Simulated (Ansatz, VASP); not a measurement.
## ZnS: VASP beside Ansatz

```xyz
10
Lattice="3.8477 0.0000 0.0000 -1.9239 3.3322 0.0000 0.0000 0.0000 15.7323" Properties=species:S:1:pos:R:3 pbc="T T T"
Zn    0.0000    0.0000    0.0029
Zn    0.0000    2.2215    3.1499
Zn    1.9239    1.1107    6.2925
Zn    0.0000    0.0000    9.4355
Zn    0.0000    2.2215   12.5829
S     0.0000    0.0000    2.3651
S     0.0000    2.2215    5.5083
S     1.9239    1.1107    8.6514
S     0.0000    0.0000   11.7942
S     0.0000    2.2215   14.9456
```

Alike in both runs: functional PBE; k mesh 12 × 12 × 3; occupations gaussian, width 0.02 eV; no spin polarisation.

Ansatz relaxed the structure, and its values are those at the end. VASP's run is a single point on that final structure, the one shown.

```csv
,VASP,Ansatz
version,VASP 6.6.1,Ansatz 0.2.0
potentials or method,"VASP PAW PBE potentials, release 64 (Zn, S), cutoff 520 eV","scalar-relativistic, plane waves, PAW"
valence electrons in the cell,90,90
```

```csv
,VASP,Ansatz,Ansatz less VASP
gap on the k mesh at the Fermi level (eV),2.04,2.04,-0.004
least direct gap on the mesh (eV),2.04,2.04,-0.004
pressure (GPa),0.2,0.0,-0.16
rms of the force components (eV/Å),0.004,0.004,-0.0002
```
